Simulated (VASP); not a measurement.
Runs of VASP 6.6.1 on CsOs3. The structure is that of space group Pm-3m (No. 221), or close to it. The cells are those of the table. 

```csv
task,cell,k mesh,cutoff (eV),gap on the mesh (eV),pressure (GPa),relaxed volume (Å³/atom)
relaxation of cell and atoms,"relaxed from a = 4.370 Å, 4 atoms",4 × 4 × 4,600,none,-0.3,17.79
single point,"a = 4.117 Å, 4 atoms",12 × 12 × 12,520,none,3.0,-
relaxation of cell and atoms,"relaxed from a = 4.120 Å, 4 atoms",12 × 12 × 12,600,none,0.0,(a)
single point,"a = 4.120 Å, 4 atoms",4 × 4 × 4,520,none,2.7,-
```

Alike in all rows: level PBE; potentials or basis VASP PAW PBE potentials, release 64 (Cs_sv, Os); no spin polarisation; smearing gaussian 0.1 eV.

Task: Fill in the values left out.

Result: (a) 17.76.

Caveats: some runs use coarse meshes; spin-orbit coupling is left out, which moves the levels of the heavy elements; the cell stands under pressure (at least some runs).

A k mesh can miss the band edges, and the runs leave out spin-orbit coupling on Cs, Os.

A gap of «none» marks levels without a gap at the run's occupations.
